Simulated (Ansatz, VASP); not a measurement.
## Al3Cu2 in VASP and in Ansatz

Contents of INCAR:

```
PREC = Accurate
ENCUT = 520
EDIFF = 1E-6
ISMEAR = 0
SIGMA = 0.15
LREAL = F
LASPH = T
NELM = 80
ALGO = Fast
ISIF = 2
LWAVE = F
LCHARG = T
LELF = T
LVHAR = T
NBANDS = 24
```

KPOINTS

```
Automatic mesh
0
Gamma
  12 12 8
```

The input POSCAR:

```
Al3Cu2
1.0
    4.0084666631      0.0000000000      0.0000000000
   -2.0042333315      3.4714339605      0.0000000000
    0.0000000000      0.0000000000      5.0464530283
Al Cu
3 2
Direct
    0.0000000000      0.0000000000      0.0000000000
    0.3455697567      0.6666666667      0.3508928116
    0.6544302433      0.3333333333      0.6491071884
    0.3130163276      0.6666666667      0.8415870660
    0.6869836724      0.3333333333      0.1584129340
```

Input for Ansatz:

```yaml
crystal:
  lattice:
    - [4.0084666631, 0.0, 0.0]
    - [-2.0042333315, 3.4714339605, 0.0]
    - [0.0, 0.0, 5.0464530283]
  atoms:
    - { symbol: Al, position: [0.0, 0.0, 0.0] }
    - { symbol: Al, position: [0.3455697567, 0.6666666667, 0.3508928116] }
    - { symbol: Al, position: [0.6544302433, 0.3333333333, 0.6491071884] }
    - { symbol: Cu, position: [0.3130163276, 0.6666666667, 0.841587066] }
    - { symbol: Cu, position: [0.6869836724, 0.3333333333, 0.158412934] }
basis:
  ecutwfc: 520.0
kpoints:
  mp_grid: { grid: [12, 12, 8] }
hamiltonian:
  xc: lda
  pseudopotentials: { kind: paw, azcp: { folder: soft_1 } }
scf:
  occupations: { method: gaussian, width: 0.15 }
output:
  forces: true
  stress: true
  eigenvalues: true
```

Change from the starting cell: mode 4 frozen in at -0.082 Å, strain +e along z and -e/2 along x and y +0.0233.

Alike in both runs: task single point; functional LDA; k mesh 12 × 12 × 8; occupations gaussian, width 0.15 eV; no spin polarisation.

```csv
,VASP,Ansatz
version,VASP 6.6.1,Ansatz 0.2.0
potentials or method,"VASP PAW LDA potentials, release 64 (Al, Cu), cutoff 520 eV","scalar-relativistic, plane waves, PAW"
valence electrons in the cell,31,47
```

```csv
,VASP,Ansatz,Ansatz less VASP
gap on the k mesh at the Fermi level (eV),none,none,-
pressure (GPa),1.2,0.6,-0.62
"traceless stress, the component that is largest in VASP (GPa)",-4.60,-4.62,-0.023
rms of the force components (eV/Å),0.154,0.152,-0.0020
```

Ansatz warns that its potentials were made for another functional, while VASP's fit it. LDA's correlation is that of Perdew and Zunger in VASP and of Perdew and Wang (1992) in Ansatz. Atom by atom the forces differ by 0.004 eV/Å (rms over components). A gap of «none» marks a metal or a gap that the smearing closes. VASP's potentials hold 31 valence electrons a cell and Ansatz's 47, so a difference there can come from the potentials and not from the codes.
